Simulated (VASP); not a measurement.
# SiC (P6_3mc) in VASP: single point with PBE

Aim: the single point of SiC with PBE.

All numbers are computed with VASP 6.6.1; they aren't measurements. Logs are shortened: lines on timing, memory, paths and dates and some standing lists are left out, and cuts for length are marked.

### Step 1. The cell of the first run

It takes space group P6_3mc (No. 186, hexagonal). Conventional cell: a = 3.094 Å, b = 3.094 Å, c = 10.129 Å, α = 90.00°, β = 90.00°, γ = 120.00°. Si (site symmetry 3m) has 4 C at 1.90 Å within 2.5 Å. Within 2.5 Å of Si (site symmetry 3m) lie 4 C at 1.89 to 1.90 Å. C (site symmetry 3m) has 4 Si at 1.89 to 1.90 Å within 2.5 Å. C (site symmetry 3m) has 4 Si at 1.90 Å within 2.5 Å.

### Step 2. Single point, PBE

Contents of INCAR:

```
SYSTEM = SiC
PREC = Accurate
ENCUT = 520
EDIFF = 1E-6
ISMEAR = 0
SIGMA = 0.01
LREAL = Auto
LASPH = .True.
NELM = 100
ALGO = Normal
ISIF = 2
LWAVE = .False.
LCHARG = .True.
GGA = PE
LELF = .True.
LVHAR = .True.
NBANDS = 166
```

Contents of KPOINTS:

```
Automatic mesh
0
Gamma
  2 2 2
  0.5 0.5 0.5
```

Contents of POSCAR:

```
SiC
1.0
   -6.1882403567      5.3591733638      0.0000000000
    6.1882403668      5.3591733522      0.0000000000
    0.0000000000      0.0000000000    -10.1293391983
Si C
32 32
Direct
    0.9583333333      0.2083333333      0.0621558122
    0.3333333333      0.3333333333      0.0621558122
    0.7083333333      0.4583333333      0.0621558122
    0.0833333333      0.5833333333      0.0621558122
    0.4583333333      0.7083333333      0.0621558122
    0.8333333333      0.8333333333      0.0621558122
    0.2083333333      0.9583333333      0.0621558122
    0.5833333333      0.0833333333      0.0621558122
    0.1666666667      0.1666666667      0.5621558122
    0.5416666667      0.2916666667      0.5621558122
    0.9166666667      0.4166666667      0.5621558122
    0.2916666667      0.5416666667      0.5621558122
    0.6666666667      0.6666666667      0.5621558122
    0.0416666667      0.7916666667      0.5621558122
    0.4166666667      0.9166666667      0.5621558122
    0.7916666667      0.0416666667      0.5621558122
    1.0000000000      0.0000000000      0.3121004435
    0.3750000000      0.1250000000      0.3121004435
    0.7500000000      0.2500000000      0.3121004435
    0.1250000000      0.3750000000      0.3121004435
    0.5000000000      0.5000000000      0.3121004435
    0.8750000000      0.6250000000      0.3121004435
    0.2500000000      0.7500000000      0.3121004435
    0.6250000000      0.8750000000      0.3121004435
    0.1250000000      0.3750000000      0.8121004435
    0.5000000000      0.5000000000      0.8121004435
    0.8750000000      0.6250000000      0.8121004435
    0.2500000000      0.7500000000      0.8121004435
    0.6250000000      0.8750000000      0.8121004435
    0.0000000000      0.0000000000      0.8121004435
    0.3750000000      0.1250000000      0.8121004435
    0.7500000000      0.2500000000      0.8121004435
    0.9583333333      0.2083333333      0.2501925541
    0.3333333333      0.3333333333      0.2501925541
    0.7083333333      0.4583333333      0.2501925541
    0.0833333333      0.5833333333      0.2501925541
    0.4583333333      0.7083333333      0.2501925541
    0.8333333333      0.8333333333      0.2501925541
    0.2083333333      0.9583333333      0.2501925541
    0.5833333333      0.0833333333      0.2501925541
    0.1666666667      0.1666666667      0.7501925541
    0.5416666667      0.2916666667      0.7501925541
    0.9166666667      0.4166666667      0.7501925541
    0.2916666667      0.5416666667      0.7501925541
    0.6666666667      0.6666666667      0.7501925541
    0.0416666667      0.7916666667      0.7501925541
    0.4166666667      0.9166666667      0.7501925541
    0.7916666667      0.0416666667      0.7501925541
    0.1250000000      0.3750000000      0.4995521902
    0.5000000000      0.5000000000      0.4995521902
    0.8750000000      0.6250000000      0.4995521902
    0.2500000000      0.7500000000      0.4995521902
    0.6250000000      0.8750000000      0.4995521902
    0.0000000000      0.0000000000      0.4995521902
    0.3750000000      0.1250000000      0.4995521902
    0.7500000000      0.2500000000      0.4995521902
    0.0000000000      0.0000000000      0.9995521902
    0.3750000000      0.1250000000      0.9995521902
    0.7500000000      0.2500000000      0.9995521902
    0.1250000000      0.3750000000      0.9995521902
    0.5000000000      0.5000000000      0.9995521902
    0.8750000000      0.6250000000      0.9995521902
    0.2500000000      0.7500000000      0.9995521902
    0.6250000000      0.8750000000      0.9995521902
```

Potentials or basis: VASP PAW PBE potentials, release 64 (Si, C).

Launch:

```sh
$ cat potpaw_PBE.64/Si/POTCAR potpaw_PBE.64/C/POTCAR > POTCAR
$ mpirun -np 1 vasp_std > vasp.out
```

OUTCAR:

```text
SYSTEM = SiC
   PREC = Accurate
   ENCUT = 520
   EDIFF = 1E-6
   ISMEAR = 0
   LREAL = Auto
   LASPH = .True.
   NELM = 100
   ISIF = 2
   GGA = PE

 ion  position               nearest neighbor table
   1  0.958  0.208  0.062-  59 1.90  57 1.90  60 1.90  33 1.90   2 3.09   8 3.09   7 3.09   3 3.09
                             4 3.09   6 3.09  19 3.10  17 3.10  20 3.10  32 3.10  30 3.10  25 3.10
   2  0.333  0.333  0.062-  60 1.90  58 1.90  61 1.90  34 1.90   1 3.09   3 3.09   4 3.09   8 3.09
                             7 3.09   5 3.09  20 3.10  18 3.10  21 3.10  25 3.10  31 3.10  26 3.10
   3  0.708  0.458  0.062-  61 1.90  59 1.90  62 1.90  35 1.90   2 3.09   4 3.09   1 3.09   5 3.09
                             6 3.09   8 3.09  21 3.10  19 3.10  22 3.10  26 3.10  32 3.10  27 3.10
   4  0.083  0.583  0.062-  62 1.90  60 1.90  63 1.90  36 1.90   3 3.09   5 3.09   2 3.09   6 3.09
                             1 3.09   7 3.09  22 3.10  20 3.10  23 3.10  27 3.10  25 3.10  28 3.10
   5  0.458  0.708  0.062-  63 1.90  61 1.90  64 1.90  37 1.90   4 3.09   6 3.09   3 3.09   7 3.09
                             2 3.09   8 3.09  23 3.10  21 3.10  24 3.10  28 3.10  26 3.10  29 3.10
   6  0.833  0.833  0.062-  64 1.90  62 1.90  57 1.90  38 1.90   5 3.09   7 3.09   4 3.09   8 3.09
                             1 3.09   3 3.09  24 3.10  22 3.10  17 3.10  29 3.10  27 3.10  30 3.10
   7  0.208  0.958  0.062-  57 1.90  63 1.90  58 1.90  39 1.90   6 3.09   8 3.09   1 3.09   5 3.09
                             4 3.09   2 3.09  17 3.10  23 3.10  18 3.10  30 3.10  28 3.10  31 3.10
   8  0.583  0.083  0.062-  58 1.90  64 1.90  59 1.90  40 1.90   1 3.09   7 3.09   6 3.09   2 3.09
                             3 3.09   5 3.09  18 3.10  24 3.10  19 3.10  31 3.10  29 3.10  32 3.10
   9  0.167  0.167  0.562-  55 1.90  49 1.90  54 1.90  41 1.90  10 3.09  16 3.09  15 3.09  11 3.09
[... 77 lines left out ...]
  63  0.250  0.750  1.000-   5 1.90   7 1.90   4 1.90  28 1.90
  64  0.625  0.875  1.000-   6 1.90   8 1.90   5 1.90  29 1.90

  LATTYP: Found a base centered orthorhombic cell.
 ALAT       =    10.7183467160
 B/A-ratio  =     1.1547005384
 C/A-ratio  =     0.9450467938

  Lattice vectors:

 A1 = (  -6.1882403567,   5.3591733638,   0.0000000000)
 A2 = (   6.1882403668,   5.3591733522,   0.0000000000)
 A3 = (   0.0000000000,   0.0000000000, -10.1293391983)

Analysis of symmetry for initial positions (statically):
=====================================================================
 Subroutine PRICEL returns following result:

  LATTYP: Found a hexagonal cell.
 ALAT       =     3.0941201809
 C/A-ratio  =     3.2737381246

  Lattice vectors:

 A1 = (   1.5470600930,   2.6795866776,   0.0000000000)
 A2 = (   1.5470600879,  -2.6795866805,   0.0000000000)
 A3 = (   0.0000000000,   0.0000000000, -10.1293391983)

   8 primitive cells build up your supercell.

 Routine SETGRP: Setting up the symmetry group for a
 base centered orthorhombic supercell.

 Subroutine GETGRP returns: Found  4 space group operations
 (whereof  2 operations were pure point group operations)
 out of a pool of  8 trial point group operations.

The static configuration has the point symmetry C_1h.
 The point group associated with its full space group is C_2v.

Analysis of symmetry for dynamics (positions and initial velocities):
=====================================================================
 Subroutine PRICEL returns following result:

  LATTYP: Found a hexagonal cell.
 ALAT       =     3.0941201809
 C/A-ratio  =     3.2737381246

  Lattice vectors:

 A1 = (   1.5470600930,   2.6795866776,   0.0000000000)
 A2 = (   1.5470600879,  -2.6795866805,   0.0000000000)
 A3 = (   0.0000000000,   0.0000000000, -10.1293391983)

   8 primitive cells build up your supercell.

 Routine SETGRP: Setting up the symmetry group for a
 base centered orthorhombic supercell.

 Subroutine GETGRP returns: Found  4 space group operations
 (whereof  2 operations were pure point group operations)
 out of a pool of  8 trial point group operations.

The dynamic configuration has the point symmetry C_1h.
 The point group associated with its full space group is C_2v.

 Subroutine INISYM returns: Found  4 space group operations
 (whereof  2 operations are pure point group operations),
[... 56 lines left out ...]
     0.500000000  0.500000000  0.500000000

 Subroutine IBZKPT returns following result:
 ===========================================

 Found      2 irreducible k-points:

 Following reciprocal coordinates:
            Coordinates               Weight
  0.250000  0.250000  0.250000      4.000000
 -0.250000  0.250000  0.250000      4.000000
   k-points           NKPTS =      2   k-points in BZ     NKDIM =      2   number of bands    NBANDS=    166
   number of dos      NEDOS =    301   number of ions     NIONS =     64
   total plane-waves  NPLWV = 327680
   dimension x,y,z NGX =    64 NGY =   64 NGZ =   80
   dimension x,y,z NGXF=   128 NGYF=  128 NGZF=  160
   ions per type =              32  32
   NGX,Y,Z   is equivalent  to a cutoff of  13.00, 13.00, 13.13 a.u.
   NGXF,Y,Z  is equivalent  to a cutoff of  25.99, 25.99, 26.26 a.u.
 SYSTEM =  SiC
   PREC   = accura    normal or accurate (medium, high low for compatibility)
   ISTART =      0    job   : 0-new  1-cont  2-samecut
   ICHARG =      2    charge: 1-file 2-atom 10-const
   ISPIN  =      1    spin polarized calculation?
   LNONCOLLINEAR =      F non collinear calculations
   LSORBIT =      F    spin-orbit coupling
   LASPH  =      T    aspherical Exc in radial PAW
   ENCUT  =  520.0 eV  38.22 Ry    6.18 a.u.  15.22 15.22 18.83*2*pi/ulx,y,z
   NELM   =    100;   NELMIN=  2; NELMDL= -5     # of ELM steps
   EDIFF  = 0.1E-05   stopping-criterion for ELM
   LREAL  =      T    real-space projection
   EDIFFG = 0.1E-04   stopping-criterion for IOM
   NSW    =      0    number of steps for IOM
   IBRION =     -1    ionic relax: 0-MD 1-quasi-New 2-CG
   NFREE  =      0    steps in history (QN), initial steepest desc. (CG)
   ISIF   =      2    stress and relaxation
   ISYM   =      2    0-nonsym 1-usesym 2-fastsym
   POTIM  = 0.5000    time-step for ionic-motion
   TEBEG  =    0.0;   TEEND  =   0.0 temperature during run
   PSTRESS=    0.0 pullay stress
   NELECT =     256.0000    total number of electrons
   NUPDOWN=      -1.0000    fix difference up-down
   EMIN   =  10.00;   EMAX   =-10.00  energy-range for DOS
   EFERMI =   0.00;   METHOD = LEGACY
   ISMEAR =     0;   SIGMA  =   0.01  broadening in eV -4-tet -1-fermi 0-gaus
   EFERMI_NEDOS =   21; number of points for ismear=-14 and -15
   IALGO  =     38    algorithm
   IMIX   =      4    mixing-type and parameters
     AMIX     =   0.40;   BMIX     =  1.00
     AMIX_MAG =   1.60;   BMIX_MAG =  1.00
  volume/ion in A,a.u.               =      10.50        70.84
  Fermi-wavevector in a.u.,A,eV,Ry     =   1.186851  2.242823 19.165368  1.408615
  Thomas-Fermi vector in A             =   2.323015
   LORBIT       =      0    0 simple, 1 ext, 2 COOP (PROOUT), +10 PAW based schemes
   GGA     = PE    functional components
   LHFCALC =     F    Hartree Fock is set to
   AEXX    =    0.0000 exact exchange contribution
   IVDW    =     0    specifies the selected vdW correction
   LEPSILON=     F    determine dielectric tensor
   LRPA    =     F    only Hartree local field effects (RPA)
 non-spin polarized calculation
 Gauss-broadening in eV      SIGMA  =   0.01
  energy-cutoff  :      520.00
  volume of cell :      671.86
 maximum number of plane-waves:     18088
 NGX is ok and might be reduce to    64
   NGX = 31   NGY = 31   NGZ = 37

 number of electron     256.0000013 magnetization

 Free energy of the ion-electron system (eV)
  ---------------------------------------------------
  ext. energy  EPLUGINS =         0.00000000
  ---------------------------------------------------
  free energy    TOTEN  =      -482.03369026 eV

  energy without entropy =     -482.03369026  energy(sigma->0) =     -482.03369026

 E-fermi :   7.8580     XC(G=0): -11.2899

 val. band max:        7.8058843014   @ k =   0.2500   0.2500   0.2500
 cond. band min:      10.7610640218   @ k =   0.2500   0.2500   0.2500
 fundamental gap:      2.9551797204
 Fermi energy:         7.8579848966

 k-point     1 :       0.2500    0.2500    0.2500
  band No.  band energies     occupation
      1      -7.0125      2.00000
      2      -6.4200      2.00000
      3      -6.2287      2.00000
      4      -6.2287      2.00000
      5      -5.6516      2.00000
      6      -5.6516      2.00000
[... 132 lines left out ...]
    139      12.1167      0.00000
    140      12.1167      0.00000

 k-point     2 :      -0.2500    0.2500    0.2500
  band No.  band energies     occupation
      1      -7.0790      2.00000
      2      -6.4854      2.00000
      3      -6.0366      2.00000
      4      -6.0366      2.00000
      5      -5.5364      2.00000
      6      -5.4642      2.00000
[... 132 lines left out ...]
    139      12.5399      0.00000
    140      12.6794      0.00000
 [bands above 140 left out]

------------------------ aborting loop because EDIFF is reached ----------------------------------------

  FORCE on cell =-STRESS in cart. coord.  units (eV):
  Direction    XX          YY          ZZ          XY          YZ          ZX
  --------------------------------------------------------------------------------------
  -------------------------------------------------------------------------------------
  Total       -0.1763611     -0.0805376     -0.3996690      0.0000000      0.0000000      0.0000000
  in kB       -0.4205690     -0.1920584     -0.9530922      0.0000000      0.0000000      0.0000000
  external PRESSURE =      -0.5219065 kB  Pullay stress =       0.0000000 kB

 VOLUME and BASIS-vectors are now :
 -----------------------------------------------------------------------------
  energy-cutoff  :      520.00
  volume of cell :      671.86
      direct lattice vectors                 reciprocal lattice vectors
    -6.188240357  5.359173364  0.000000000    -0.080798413  0.093297971  0.000000000
     6.188240367  5.359173352  0.000000000     0.080798413  0.093297971  0.000000000
     0.000000000  0.000000000-10.129339198     0.000000000  0.000000000 -0.098723123

 POSITION                                       TOTAL-FORCE (eV/Angst)
 -----------------------------------------------------------------------------------
     -4.64118      6.25237     -0.62960         0.000000      0.000158     -0.001336
      0.00000      3.57278     -0.62960         0.000000      0.000158     -0.001336
     -1.54706      6.25237     -0.62960         0.000000      0.000158     -0.001336
      3.09412      3.57278     -0.62960         0.000000      0.000158     -0.001336
      1.54706      6.25237     -0.62960         0.000000      0.000158     -0.001336
      0.00000      8.93196     -0.62960         0.000000      0.000158     -0.001336
[... 56 lines left out ...]
      3.09412      5.35917    -10.12480         0.000000      0.000010      0.000973
      1.54706      8.03876    -10.12480         0.000000      0.000010      0.000973
 -----------------------------------------------------------------------------------
    total drift:                                0.000000     -0.000000      0.031440

  FREE ENERGIE OF THE ION-ELECTRON SYSTEM (eV)
  ---------------------------------------------------
  free  energy   TOTEN  =      -482.0336902553 eV

  energy  without entropy=     -482.0336902553  energy(sigma->0) =     -482.03369026
```

It took 5.8 min on 1 thread of Intel Xeon 6975P-C (Granite Rapids), shared host; peak memory 0.69 GiB.

Results:

```
Free energy            : -482.0337 eV
Pressure               : -0.1 GPa
Band gap on the k mesh : 2.96 eV
```

Forces on the atoms (eV/Å):
```
Si   0.000  0.000 -0.001
Si   0.000  0.000 -0.001
Si   0.000  0.000 -0.001
Si   0.000  0.000 -0.001
Si   0.000  0.000 -0.001
Si   0.000  0.000 -0.001
Si   0.000  0.000 -0.001
Si   0.000  0.000 -0.001
Si   0.000  0.000 -0.001
Si   0.000  0.000 -0.001
Si   0.000  0.000 -0.001
Si   0.000  0.000 -0.001
Si   0.000  0.000 -0.001
Si   0.000  0.000 -0.001
Si   0.000  0.000 -0.001
Si   0.000  0.000 -0.001
Si   0.000 -0.001  0.000
Si   0.000 -0.001  0.000
Si   0.000 -0.001  0.000
Si   0.000 -0.001  0.000
Si   0.000 -0.001  0.000
Si   0.000 -0.001  0.000
Si   0.000 -0.001  0.000
Si   0.000 -0.001  0.000
Si   0.000  0.001  0.000
Si   0.000  0.001  0.000
Si   0.000  0.001  0.000
Si   0.000  0.001  0.000
Si   0.000  0.001  0.000
Si   0.000  0.001  0.000
Si   0.000  0.001  0.000
Si   0.000  0.001  0.000
C    0.000  0.003  0.000
C    0.000  0.003  0.000
C    0.000  0.003  0.000
C    0.000  0.003  0.000
C    0.000  0.003  0.000
C    0.000  0.003  0.000
C    0.000  0.003  0.000
C    0.000  0.003  0.000
C    0.000 -0.003  0.000
C    0.000 -0.003  0.000
C    0.000 -0.003  0.000
C    0.000 -0.003  0.000
C    0.000 -0.003  0.000
C    0.000 -0.003  0.000
C    0.000 -0.003  0.000
C    0.000 -0.003  0.000
C    0.000  0.000  0.001
C    0.000  0.000  0.001
C    0.000  0.000  0.001
C    0.000  0.000  0.001
C    0.000  0.000  0.001
C    0.000  0.000  0.001
C    0.000  0.000  0.001
C    0.000  0.000  0.001
C    0.000  0.000  0.001
C    0.000  0.000  0.001
C    0.000  0.000  0.001
C    0.000  0.000  0.001
C    0.000  0.000  0.001
C    0.000  0.000  0.001
C    0.000  0.000  0.001
C    0.000  0.000  0.001
```

Caveat: a shifted mesh leaves out Γ, where band edges can lie.
